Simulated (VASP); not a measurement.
# SiW3 (I4/mmm) in VASP: further runs, part 2 of 2

VASP 6.6.1. The steps go on from the part before.

## (3) Single point, PBE (strain +0.0600 x Voigt [0, 0, 1, 0, 0, 0])

The input, INCAR:

```
PREC = Accurate ; ENCUT = 520
EDIFF = 1E-6 ; ISMEAR = 0
SIGMA = 0.15 ; LREAL = F
LASPH = T ; NELM = 60
ALGO = Fast ; ISIF = 2
LWAVE = F ; LCHARG = F
GGA = PE ; NBANDS = 31
```

The input, KPOINTS:

```
Automatic mesh
0
Gamma
  14 14 14
```

The input, POSCAR:

```
SiW3
1.0
   -2.6037661906      2.6037661906      2.7599921620
    2.6037661906     -2.6037661906      2.7599921620
    2.6037661906      2.6037661906     -2.7599921620
Si W
1 3
Direct
    0.0000000000      0.0000000000      0.0000000000
    0.5000000000      0.5000000000      0.0000000000
    0.5000000000      0.0000000000      0.5000000000
    0.0000000000      0.5000000000      0.5000000000
```

Potentials or basis: VASP PAW PBE potentials, release 64 (Si, W_sv).

Launch:

```console
cat potpaw_PBE.64/Si/POTCAR potpaw_PBE.64/W_sv/POTCAR > POTCAR
mpirun -np 1 vasp_std > vasp.out
```

OUTCAR:

```text
PREC = Accurate
   ENCUT = 520
   EDIFF = 1E-6
   ISMEAR = 0
   LREAL = F
   LASPH = T
   NELM = 60
   ISIF = 2
   GGA = PE

 ion  position               nearest neighbor table
   1  0.000  0.000  0.000-   3 2.60   4 2.60   4 2.60   3 2.60   2 2.76   2 2.76
   2  0.500  0.500  0.000-   3 2.60   4 2.60   3 2.60   4 2.60   1 2.76   1 2.76
   3  0.500  0.000  0.500-   1 2.60   2 2.60   2 2.60   1 2.60   4 2.76   4 2.76
   4  0.000  0.500  0.500-   1 2.60   2 2.60   1 2.60   2 2.60   3 2.76   3 2.76

  LATTYP: Found a body centered tetragonal cell.
 ALAT       =     5.2075323812
 C/A-ratio  =     1.0600000000

  Lattice vectors:

 A1 = (  -2.6037661906,   2.6037661906,   2.7599921620)
 A2 = (   2.6037661906,  -2.6037661906,   2.7599921620)
 A3 = (   2.6037661906,   2.6037661906,  -2.7599921620)

Analysis of symmetry for initial positions (statically):
=====================================================================
 Subroutine PRICEL returns:
 Original cell was already a primitive cell.

 Routine SETGRP: Setting up the symmetry group for a
 body centered tetragonal supercell.

 Subroutine GETGRP returns: Found 16 space group operations
 (whereof 16 operations were pure point group operations)
 out of a pool of 16 trial point group operations.

The static configuration has the point symmetry D_4h.

Analysis of symmetry for dynamics (positions and initial velocities):
=====================================================================
 Subroutine PRICEL returns:
 Original cell was already a primitive cell.

 Routine SETGRP: Setting up the symmetry group for a
 body centered tetragonal supercell.

 Subroutine GETGRP returns: Found 16 space group operations
 (whereof 16 operations were pure point group operations)
 out of a pool of 16 trial point group operations.

The dynamic configuration has the point symmetry D_4h.

 Subroutine INISYM returns: Found 16 space group operations
 (whereof 16 operations are pure point group operations),
 and found     1 'primitive' translations

----------------------------------------------------------------------------------------

                                     Primitive cell

  volume of cell :      74.8466

  direct lattice vectors                    reciprocal lattice vectors
    -2.603766191  2.603766191  2.759992162     0.000000000  0.192029531  0.181159935
     2.603766191 -2.603766191  2.759992162     0.192029531  0.000000000  0.181159935
     2.603766191  2.603766191 -2.759992162     0.192029531  0.192029531  0.000000000

  length of vectors
     4.601820671  4.601820671  4.601820671     0.263996710  0.263996710  0.271570767

  position of ions in fractional coordinates (direct lattice)
     0.000000000  0.000000000  0.000000000
     0.500000000  0.500000000  0.000000000
     0.500000000  0.000000000  0.500000000
     0.000000000  0.500000000  0.500000000

  ion indices of the primitive-cell ions
   primitive index   ion index
                 1           1
                 2           2
                 3           3
                 4           4

----------------------------------------------------------------------------------------

 KPOINTS: Automatic mesh

Automatic generation of k-mesh.
 Grid dimensions read from file:
 generate k-points for:   14   14   14

 Generating k-lattice:

  Cartesian coordinates                     Fractional coordinates (reciprocal lattice)
     0.000000000  0.013716395  0.012939995     0.071428571  0.000000000 -0.000000000
     0.013716395  0.000000000  0.012939995     0.000000000  0.071428571 -0.000000000
     0.013716395  0.013716395  0.000000000     0.000000000  0.000000000  0.071428571

  Length of vectors
     0.018856908  0.018856908  0.019397912

  Shift w.r.t. Gamma in fractional coordinates (k-lattice)
     0.000000000  0.000000000  0.000000000

 Subroutine IBZKPT returns following result:
 ===========================================

 Found    244 irreducible k-points:

 Following reciprocal coordinates:
            Coordinates               Weight
  0.000000  0.000000  0.000000      1.000000
  0.071429 -0.000000  0.000000      8.000000
  0.142857 -0.000000  0.000000      8.000000
  0.214286  0.000000  0.000000      8.000000
  0.285714 -0.000000  0.000000      8.000000
  0.357143 -0.000000  0.000000      8.000000
[... 16 lines left out ...]
  0.214286  0.142857  0.000000     16.000000
  0.285714  0.142857  0.000000     16.000000
 [... further k-points ...]
   k-points           NKPTS =    244   k-points in BZ     NKDIM =    244   number of bands    NBANDS=     31
   number of dos      NEDOS =    301   number of ions     NIONS =      4
   total plane-waves  NPLWV =  46656
   dimension x,y,z NGX =    36 NGY =   36 NGZ =   36
   dimension x,y,z NGXF=    72 NGYF=   72 NGZF=   72
   ions per type =               1   3
   NGX,Y,Z   is equivalent  to a cutoff of  13.01, 13.01, 13.01 a.u.
   NGXF,Y,Z  is equivalent  to a cutoff of  26.01, 26.01, 26.01 a.u.
 SYSTEM =  unknown system
   PREC   = accura    normal or accurate (medium, high low for compatibility)
   ISTART =      0    job   : 0-new  1-cont  2-samecut
   ICHARG =      2    charge: 1-file 2-atom 10-const
   ISPIN  =      1    spin polarized calculation?
   LNONCOLLINEAR =      F non collinear calculations
   LSORBIT =      F    spin-orbit coupling
   LASPH  =      T    aspherical Exc in radial PAW
   ENCUT  =  520.0 eV  38.22 Ry    6.18 a.u.   8.56  8.56  8.56*2*pi/ulx,y,z
   NELM   =     60;   NELMIN=  2; NELMDL= -5     # of ELM steps
   EDIFF  = 0.1E-05   stopping-criterion for ELM
   LREAL  =      F    real-space projection
   EDIFFG = 0.1E-04   stopping-criterion for IOM
   NSW    =      0    number of steps for IOM
   IBRION =     -1    ionic relax: 0-MD 1-quasi-New 2-CG
   NFREE  =      0    steps in history (QN), initial steepest desc. (CG)
   ISIF   =      2    stress and relaxation
   ISYM   =      2    0-nonsym 1-usesym 2-fastsym
   POTIM  = 0.5000    time-step for ionic-motion
   TEBEG  =    0.0;   TEEND  =   0.0 temperature during run
   PSTRESS=    0.0 pullay stress
   NELECT =      46.0000    total number of electrons
   NUPDOWN=      -1.0000    fix difference up-down
   EMIN   =  10.00;   EMAX   =-10.00  energy-range for DOS
   EFERMI =   0.00;   METHOD = LEGACY
   ISMEAR =     0;   SIGMA  =   0.15  broadening in eV -4-tet -1-fermi 0-gaus
   EFERMI_NEDOS =   21; number of points for ismear=-14 and -15
   IALGO  =     68    algorithm
   IMIX   =      4    mixing-type and parameters
     AMIX     =   0.40;   BMIX     =  1.00
     AMIX_MAG =   1.60;   BMIX_MAG =  1.00
  volume/ion in A,a.u.               =      18.71       126.27
  Fermi-wavevector in a.u.,A,eV,Ry     =   1.391885  2.630282 26.359182  1.937345
  Thomas-Fermi vector in A             =   2.515681
   LORBIT       =      0    0 simple, 1 ext, 2 COOP (PROOUT), +10 PAW based schemes
   GGA     = PE    functional components
   LHFCALC =     F    Hartree Fock is set to
   AEXX    =    0.0000 exact exchange contribution
   IVDW    =     0    specifies the selected vdW correction
   LEPSILON=     F    determine dielectric tensor
   LRPA    =     F    only Hartree local field effects (RPA)
 non-spin polarized calculation
 RMM-DIIS sequential band-by-band and
 Gauss-broadening in eV      SIGMA  =   0.15
  energy-cutoff  :      520.00
  volume of cell :       74.85
 maximum number of plane-waves:      2038
 NGX is ok and might be reduce to    36
   NGX = 17   NGY = 17   NGZ = 17

 number of electron      46.0000002 magnetization

 Free energy of the ion-electron system (eV)
  ---------------------------------------------------
  ext. energy  EPLUGINS =         0.00000000
  ---------------------------------------------------
  free energy    TOTEN  =       -38.66215442 eV

  energy without entropy =      -38.60352008  energy(sigma->0) =      -38.63283725

 E-fermi :   8.3761     XC(G=0): -11.9655

 val. band max:        8.3700265234   @ k =   0.3571   0.0714   0.0000
 cond. band min:       8.3765785688   @ k =   0.5000   0.5000   0.0714
 fundamental gap:      0.0065520455
 Fermi energy:         8.3761129505

 k-point     1 :       0.0000    0.0000    0.0000
  band No.  band energies     occupation
      1     -65.7015      2.00000
      2     -65.5930      2.00000
      3     -65.5394      2.00000
      4     -30.4426      2.00000
      5     -30.4426      2.00000
      6     -30.1767      2.00000
[... 23 lines left out ...]
     30      12.0990      0.00000
     31      13.1399      0.00000
[... 751 lines left out ...]
      1     -65.6710      2.00000
      2     -65.6142      2.00000
      3     -65.5489      2.00000
      4     -30.3846      2.00000
      5     -30.2153      2.00000
      6     -29.9443      2.00000
[... 23 lines left out ...]
     30      11.5455      0.00000
     31      11.9984      0.00000

 [... further k-points ...]
[... 5 lines left out ...]
  --------------------------------------------------------------------------------------
  -------------------------------------------------------------------------------------
  Total       -1.8202034     -1.8202034     -8.1030090      0.0000000      0.0000000      0.0000000
  in kB      -38.9635656    -38.9635656   -173.4543099      0.0000000      0.0000000      0.0000000
  external PRESSURE =     -83.7938137 kB  Pullay stress =       0.0000000 kB

 VOLUME and BASIS-vectors are now :
 -----------------------------------------------------------------------------
  energy-cutoff  :      520.00
  volume of cell :       74.85
      direct lattice vectors                 reciprocal lattice vectors
    -2.603766191  2.603766191  2.759992162     0.000000000  0.192029531  0.181159935
     2.603766191 -2.603766191  2.759992162     0.192029531  0.000000000  0.181159935
     2.603766191  2.603766191 -2.759992162     0.192029531  0.192029531  0.000000000

 POSITION                                       TOTAL-FORCE (eV/Angst)
 -----------------------------------------------------------------------------------
      0.00000      0.00000      0.00000         0.000000     -0.000000      0.000000
      0.00000      0.00000      2.75999         0.000000     -0.000000      0.000000
      0.00000      2.60377      0.00000         0.000000      0.000000     -0.000000
      2.60377      0.00000      0.00000        -0.000000     -0.000000     -0.000000
 -----------------------------------------------------------------------------------
    total drift:                                0.000000      0.000000     -0.000000

  FREE ENERGIE OF THE ION-ELECTRON SYSTEM (eV)
  ---------------------------------------------------
  free  energy   TOTEN  =       -38.6621544196 eV

  energy  without entropy=      -38.6035200826  energy(sigma->0) =      -38.63283725
```

OSZICAR:

```text
N       E                     dE             d eps       ncg     rms          rms(c)
DAV:   1     0.533131822282E+03    0.53313E+03   -0.26946E+04 15168   0.160E+03
DAV:   2    -0.160041720397E+02   -0.54914E+03   -0.53255E+03 16299   0.497E+02
DAV:   3    -0.400767672185E+02   -0.24073E+02   -0.22655E+02 18690   0.101E+02
DAV:   4    -0.406429459064E+02   -0.56618E+00   -0.55841E+00 17443   0.150E+01
DAV:   5    -0.406537891157E+02   -0.10843E-01   -0.10837E-01 17859   0.216E+00    0.274E+01
RMM:   6    -0.387828613629E+02    0.18709E+01   -0.45860E+00 16248   0.111E+01    0.104E+01
RMM:   7    -0.386709542210E+02    0.11191E+00   -0.18694E+00 18720   0.638E+00    0.143E+00
RMM:   8    -0.386792139647E+02   -0.82597E-02   -0.25805E-01 19744   0.237E+00    0.139E+00
RMM:   9    -0.386620933991E+02    0.17121E-01   -0.60903E-02 20213   0.122E+00    0.668E-01
RMM:  10    -0.386621530728E+02   -0.59674E-04   -0.13698E-02 20892   0.598E-01    0.251E-01
RMM:  11    -0.386621368015E+02    0.16271E-04   -0.18328E-03 20835   0.252E-01    0.858E-02
RMM:  12    -0.386621619025E+02   -0.25101E-04   -0.49569E-04 18957   0.146E-01    0.732E-02
RMM:  13    -0.386621503208E+02    0.11582E-04   -0.13781E-04 20194   0.856E-02    0.187E-02
RMM:  14    -0.386621553947E+02   -0.50739E-05   -0.53495E-05 20331   0.470E-02    0.130E-02
RMM:  15    -0.386621541816E+02    0.12131E-05   -0.10818E-05 17953   0.225E-02    0.184E-03
RMM:  16    -0.386621544196E+02   -0.23800E-06   -0.21407E-06 12626   0.105E-02
   1 F= -.38662154E+02 E0= -.38632837E+02  d E =-.586343E-01
```

Run time: 4.3 min. Hardware: 1 thread of Intel Xeon 6975P-C (Granite Rapids), shared host; peak memory 0.54 GiB.

Results:

* Free energy: -38.6622 eV
* Pressure: -8.4 GPa
* Band gap on the k mesh: zero (bands 23 and 24 overlap by 1.56 eV)

Levels at points of the mesh, in eV from the Fermi level:
```
           k point  band 20  band 21  band 22  band 23  band 24  band 25  band 26  band 27
(0.00, 0.00, 0.00)    -0.35    -0.32    -0.32     0.34     0.43     1.67     1.67     1.81
(0.50, 0.00, 0.00)    -1.75    -1.07    -0.42    -0.38    -0.32    -0.18     0.58     1.64
(0.50, 0.50, 0.00)    -1.28    -1.07    -0.57    -0.48    -0.34    -0.04     0.91     1.38
(0.50, 0.50, 0.50)    -2.56    -2.49    -2.49    -0.04     0.05     0.86     0.86     1.27
```

Caveat: the cell differs from its parent crystal (strain +0.0600 x Voigt [0, 0, 1, 0, 0, 0]); the stress differs along the axes, from -17 to -4 GPa; spin-orbit coupling is left out, which moves the levels of the heavy elements.
